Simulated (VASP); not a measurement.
# H7C6O8 (a cell with a defect) in VASP: further runs, part 3 of 4

VASP 6.6.1. Earlier steps stand in the parts before.

## Step 5: Single point, PBE+D3(BJ)

Contents of INCAR:

```
SYSTEM = H7C6O8
PREC     = Accurate       ! precision mode
ENCUT    = 520            ! plane-wave cutoff, eV
EDIFF    = 1E-7           ! SCF threshold, eV
ISMEAR   = -1             ! smearing method
SIGMA    = 0.05           ! smearing width, eV
LREAL    = Auto         
LASPH    = .True.         ! aspherical terms in the spheres
NELM     = 100            ! most SCF steps
ALGO     = Normal         ! electronic algorithm
ISIF     = 2              ! what is computed and relaxed
LWAVE    = .False.        ! write WAVECAR
LCHARG   = .False.        ! write CHGCAR
GGA      = PE             ! functional
IVDW     = 12             ! dispersion correction
NBANDS   = 56             ! bands
```

Contents of KPOINTS:

```
Automatic mesh
0
Gamma
  2 2 2
  0 0 0
```

Contents of POSCAR:

```
H7C6O8
1.0
    5.2658520000      0.0000000000      0.0000000000
    0.4708210000      5.4317370000      0.0000000000
    2.0503980000      2.5584150000      7.9336630000
H C O
7 6 8
Direct
    0.9280344139      0.2809755920      0.5802868108
    0.0920578913      0.6710269566      0.4191884631
    0.4677125135      0.2172707987      0.3179867862
    0.5426323963      0.5232100305      0.1831058365
    0.5408539959      0.6090836574      0.7199448729
    0.8053026797      0.0712582101      0.9792954402
    0.2430038370      0.9749309330     -0.0069450896
    0.7908865484      0.4145619683      0.3702325143
    0.1877223951      0.5588838585      0.6370701654
    0.6244621946      0.3613888848      0.2620101207
    0.3356826450      0.6414145040      0.7390533225
    0.8134365976      0.2497818880      0.1255662107
    0.2011634381      0.7671046197      0.8626784374
    0.8945596293      0.6262107730      0.3213269835
    0.0975843232      0.3334286911      0.6949627177
    0.7997721415      0.2291716896      0.5127391975
    0.1850128944      0.7385542860      0.4933786575
    0.0485615921      0.2401885601      0.1115373819
    0.9692488573      0.8301411158      0.8831607796
    0.6813836475      0.1508288667      0.0521953100
    0.3502003589      0.8499565869      0.9415827216
```

Potentials or basis: VASP PAW PBE potentials, release 64 (H, C, O).

Run with:

```
$ cat potpaw_PBE.64/H/POTCAR potpaw_PBE.64/C/POTCAR potpaw_PBE.64/O/POTCAR > POTCAR
$ mpirun -np 1 vasp_std > vasp.out
```

OUTCAR:

```text
SYSTEM = H7C6O8
   PREC = Accurate
   ENCUT = 520
   EDIFF = 1E-7
   ISMEAR = -1
   LREAL = Auto
   LASPH = .True.
   NELM = 100
   ISIF = 2
   GGA = PE
   IVDW = 12
 IVDW          = 12

 ion  position               nearest neighbor table
   1  0.928  0.281  0.580-  16 1.09
   2  0.092  0.671  0.419-  17 1.05
   3  0.468  0.217  0.318-  10 1.10
   4  0.543  0.523  0.183-  10 1.06
   5  0.541  0.609  0.720-  11 1.06
   6  0.805  0.071  0.979-  20 0.97
   7  0.243  0.975  0.993-  21 0.99
   8  0.791  0.415  0.370-  14 1.22  16 1.32  10 1.52
   9  0.188  0.559  0.637-  15 1.26  17 1.31  11 1.49
  10  0.624  0.361  0.262-   4 1.06   3 1.10   8 1.52  12 1.59
  11  0.336  0.641  0.739-   5 1.06  13 1.45   9 1.49
  12  0.813  0.250  0.126-  18 1.21  20 1.29  10 1.59
  13  0.201  0.767  0.863-  19 1.23  21 1.34  11 1.45
  14  0.895  0.626  0.321-   8 1.22
  15  0.098  0.333  0.695-   9 1.26
  16  0.800  0.229  0.513-   1 1.09   8 1.32
  17  0.185  0.739  0.493-   2 1.05   9 1.31
  18  0.049  0.240  0.112-  12 1.21
  19  0.969  0.830  0.883-  13 1.23
  20  0.681  0.151  0.052-   6 0.97  12 1.29
  21  0.350  0.850  0.942-   7 0.99  13 1.34

  LATTYP: Found a triclinic cell.
 ALAT       =     7.2454184923
 B/A-ratio  =     2.2569986170
 C/A-ratio  =     3.1082987204
 COS(alpha) =     0.0256107582
 COS(beta)  =     0.5385192522
 COS(gamma) =     0.8518247448

  Lattice vectors:

 A1 = (   4.7950310000,  -5.4317370000,   0.0000000000)
 A2 = (  11.6404600000,  -8.3050590000,   7.9336630000)
 A3 = (   0.2234140000, -15.9803040000, -15.8673260000)

Analysis of symmetry for initial positions (statically):
=====================================================================
 Subroutine PRICEL returns:
 Original cell was already a primitive cell.

 Routine SETGRP: Setting up the symmetry group for a
 triclinic supercell.

 Subroutine GETGRP returns: Found  1 space group operations
 (whereof  1 operations were pure point group operations)
 out of a pool of  2 trial point group operations.

The static configuration has the point symmetry C_1 .

Analysis of symmetry for dynamics (positions and initial velocities):
=====================================================================
 Subroutine PRICEL returns:
 Original cell was already a primitive cell.

 Routine SETGRP: Setting up the symmetry group for a
 triclinic supercell.

 Subroutine GETGRP returns: Found  1 space group operations
 (whereof  1 operations were pure point group operations)
 out of a pool of  2 trial point group operations.

The dynamic configuration has the point symmetry C_1 .

 Subroutine INISYM returns: Found  1 space group operations
 (whereof  1 operations are pure point group operations),
 and found     1 'primitive' translations

----------------------------------------------------------------------------------------

                                     Primitive cell

  volume of cell :     226.9244

  direct lattice vectors                    reciprocal lattice vectors
     5.265852000  0.000000000  0.000000000     0.189902793 -0.016460705 -0.043770827
     0.470821000  5.431737000  0.000000000     0.000000000  0.184103170 -0.059368833
[... 81 lines left out ...]
  0.500000 -0.000000 -0.000000      1.000000
  0.000000  0.500000  0.000000      1.000000
  0.500000  0.500000  0.000000      1.000000
  0.000000  0.000000  0.500000      1.000000
  0.500000 -0.000000  0.500000      1.000000
  0.000000  0.500000  0.500000      1.000000
  0.500000  0.500000  0.500000      1.000000
   k-points           NKPTS =      8   k-points in BZ     NKDIM =      8   number of bands    NBANDS=     56
   number of dos      NEDOS =    301   number of ions     NIONS =     21
   total plane-waves  NPLWV = 107520
   dimension x,y,z NGX =    40 NGY =   42 NGZ =   64
   dimension x,y,z NGXF=    80 NGYF=   84 NGZF=  128
   ions per type =               7   6   8
   NGX,Y,Z   is equivalent  to a cutoff of  12.63, 12.81, 12.39 a.u.
   NGXF,Y,Z  is equivalent  to a cutoff of  25.26, 25.61, 24.79 a.u.
 SYSTEM =  H7C6O8
   PREC   = accura    normal or accurate (medium, high low for compatibility)
   ISTART =      0    job   : 0-new  1-cont  2-samecut
   ICHARG =      2    charge: 1-file 2-atom 10-const
   ISPIN  =      1    spin polarized calculation?
   LNONCOLLINEAR =      F non collinear calculations
   LSORBIT =      F    spin-orbit coupling
   LASPH  =      T    aspherical Exc in radial PAW
   ENCUT  =  520.0 eV  38.22 Ry    6.18 a.u.   9.79 10.14 15.96*2*pi/ulx,y,z
   NELM   =    100;   NELMIN=  2; NELMDL= -5     # of ELM steps
   EDIFF  = 0.1E-06   stopping-criterion for ELM
   LREAL  =      T    real-space projection
   EDIFFG = 0.1E-05   stopping-criterion for IOM
   NSW    =      0    number of steps for IOM
   IBRION =     -1    ionic relax: 0-MD 1-quasi-New 2-CG
   NFREE  =      0    steps in history (QN), initial steepest desc. (CG)
   ISIF   =      2    stress and relaxation
   ISYM   =      2    0-nonsym 1-usesym 2-fastsym
   POTIM  = 0.5000    time-step for ionic-motion
   TEBEG  =    0.0;   TEEND  =   0.0 temperature during run
   PSTRESS=    0.0 pullay stress
   NELECT =      79.0000    total number of electrons
   NUPDOWN=      -1.0000    fix difference up-down
   EMIN   =  10.00;   EMAX   =-10.00  energy-range for DOS
   EFERMI =   0.00;   METHOD = LEGACY
   ISMEAR =    -1;   SIGMA  =   0.05  broadening in eV -4-tet -1-fermi 0-gaus
   EFERMI_NEDOS =   21; number of points for ismear=-14 and -15
   IALGO  =     38    algorithm
   IMIX   =      4    mixing-type and parameters
     AMIX     =   0.40;   BMIX     =  1.00
     AMIX_MAG =   1.60;   BMIX_MAG =  1.00
  volume/ion in A,a.u.               =      10.81        72.92
  Fermi-wavevector in a.u.,A,eV,Ry     =   1.151658  2.176318 18.045623  1.326316
  Thomas-Fermi vector in A             =   2.288314
   LORBIT       =      0    0 simple, 1 ext, 2 COOP (PROOUT), +10 PAW based schemes
   GGA     = PE    functional components
   LHFCALC =     F    Hartree Fock is set to
   AEXX    =    0.0000 exact exchange contribution
   IVDW    =    12    specifies the selected vdW correction
   LEPSILON=     F    determine dielectric tensor
   LRPA    =     F    only Hartree local field effects (RPA)
 non-spin polarized calculation
  energy-cutoff  :      520.00
  volume of cell :      226.92
 maximum number of plane-waves:      6132
 NGX is ok and might be reduce to    40
   NGX = 19   NGY = 21   NGZ = 31

 number of electron      78.9999996 magnetization

 Free energy of the ion-electron system (eV)
  ---------------------------------------------------
  ext. energy  EPLUGINS =         0.00000000
  ---------------------------------------------------
  free energy    TOTEN  =      -133.55251094 eV

  energy without entropy =     -133.48570991  energy(sigma->0) =     -133.51911043

 E-fermi :  -0.6891     XC(G=0):  -7.9122

 val. band max:       -0.6914932528   @ k =   0.0000   0.5000   0.0000
 cond. band min:      -0.6867860469   @ k =   0.0000   0.5000   0.5000
 fundamental gap:      0.0047072059
 Fermi energy:        -0.6891429596

 k-point     1 :       0.0000    0.0000    0.0000
  band No.  band energies     occupation
      1     -23.6681      2.00000
      2     -23.4811      2.00000
      3     -23.0938      2.00000
      4     -22.9680      2.00000
      5     -21.5401      2.00000
      6     -20.9521      2.00000
[... 421 lines left out ...]
     50       7.5984      0.00000
     51       7.8990      0.00000
 [bands above 51 left out]

------------------------ aborting loop because EDIFF is reached ----------------------------------------

 Edisp (eV)   -1.26114

 E8    (eV) :    -0.3032

  FORCE on cell =-STRESS in cart. coord.  units (eV):
  Direction    XX          YY          ZZ          XY          YZ          ZX
  --------------------------------------------------------------------------------------
  -------------------------------------------------------------------------------------
  Total       5.22669     0.26016    -2.16927    -0.28337    -0.49658    -0.66993
  in kB      36.90256     1.83685   -15.31591    -2.00069    -3.50605    -4.73000
  external pressure =        7.81 kB  Pullay stress =        0.00 kB

 VOLUME and BASIS-vectors are now :
 -----------------------------------------------------------------------------
  energy-cutoff  :      520.00
  volume of cell :      226.92
      direct lattice vectors                 reciprocal lattice vectors
     5.265852000  0.000000000  0.000000000     0.189902793 -0.016460705 -0.043770827
     0.470821000  5.431737000  0.000000000     0.000000000  0.184103170 -0.059368833
     2.050398000  2.558415000  7.933663000     0.000000000  0.000000000  0.126045182

 POSITION                                       TOTAL-FORCE (eV/Angst)
 -----------------------------------------------------------------------------------
      6.20900      3.01080      4.60380        -1.115787     -0.786697     -0.542809
      1.66020      4.71730      3.32570        -0.333762      0.553866     -0.005079
      3.21720      1.99370      2.52280         0.336348      0.179570      0.571916
      3.47920      3.31040      1.45270        -0.482208      1.604223     -0.440184
      4.61100      5.15030      5.71180         0.979933     -0.216328     -0.120157
      6.28210      2.89250      7.76940         0.386325     -1.450316     -1.050455
[... 13 lines left out ...]
      3.76610      0.95280      0.41410        -1.519703      0.100923     -0.408689
      4.17490      7.02570      7.47020         1.077022     -0.167149      0.079975
 -----------------------------------------------------------------------------------
    total drift:                                0.000332      0.012208      0.001548

  FREE ENERGIE OF THE ION-ELECTRON SYSTEM (eV)
  ---------------------------------------------------
  free  energy   TOTEN  =      -134.8136528833 eV

  energy  without entropy=     -134.7468518528  energy(sigma->0) =     -134.78025237
```

It took 2.7 min on 1 thread of Intel Xeon Platinum 8559C (Emerald Rapids), shared host; peak memory 0.33 GiB.

Results:

```
Free energy                : -134.8137 eV
Pressure                   : 0.8 GPa
Largest force              : 3.295 eV/Å
Band gap on the k mesh     : zero (an odd number of electrons rules out a gap without spin polarisation)
Dispersion energy per atom : -0.060 eV
```

Forces on the atoms (eV/Å):
```
H   -1.116 -0.787 -0.543
H   -0.334  0.554 -0.005
H    0.336  0.180  0.572
H   -0.482  1.604 -0.440
H    0.980 -0.216 -0.120
H    0.386 -1.450 -1.050
H    0.111  0.040  0.204
C   -2.016 -0.894  0.109
C    1.010  0.263  0.952
C    1.034 -2.330 -0.547
C   -1.112  0.489  0.895
C   -0.356  1.507  2.909
C    0.854  0.253 -0.692
O    1.474  1.132 -0.085
O   -0.397  0.833 -1.241
O    1.173  0.693  0.377
O   -0.450 -1.107 -0.153
O    1.435 -0.423 -0.687
O   -2.088 -0.274 -0.126
O   -1.520  0.101 -0.409
O    1.077 -0.167  0.080
```

Stress tensor (GPa, compression positive):
```
 3.69 -0.20 -0.47
-0.20  0.18 -0.35
-0.47 -0.35 -1.53
```

Levels at points of the mesh, in eV from the Fermi level:
| k point | band 38 | band 39 | band 40 | band 41 | band 42 | band 43 |
| --- | --- | --- | --- | --- | --- | --- |
| (0.00, 0.00, 0.00) | -1.23 | -1.04 | -0.01 | 3.35 | 3.95 | 4.60 |
| (0.50, 0.00, 0.00) | -1.21 | -1.01 | -0.03 | 3.30 | 3.98 | 4.77 |
| (0.00, 0.50, 0.00) | -1.31 | -1.04 | 0.00 | 3.31 | 3.98 | 4.52 |
| (0.50, 0.50, 0.00) | -1.27 | -1.01 | 0.03 | 3.26 | 4.00 | 4.73 |
| (0.00, 0.00, 0.50) | -1.24 | -1.08 | -0.01 | 3.34 | 3.95 | 4.53 |
| (0.50, 0.00, 0.50) | -1.21 | -1.02 | -0.02 | 3.30 | 3.98 | 4.78 |
| (0.00, 0.50, 0.50) | -1.31 | -1.04 | 0.00 | 3.30 | 3.97 | 4.55 |
| (0.50, 0.50, 0.50) | -1.26 | -1.02 | 0.05 | 3.23 | 4.01 | 4.72 |

Caveat: the k points lie up to 0.61 Å⁻¹ apart, too coarse for converged energies and pressures of a metal; the atoms stand as in a frame of molecular dynamics; an odd number of electrons without spin polarisation forces a metal; a magnetic or distorted state may lie lower.

(Part 3 of 4 ends here.)

The gap in the log of VASP goes by the Fermi energy; the results here count the filled bands.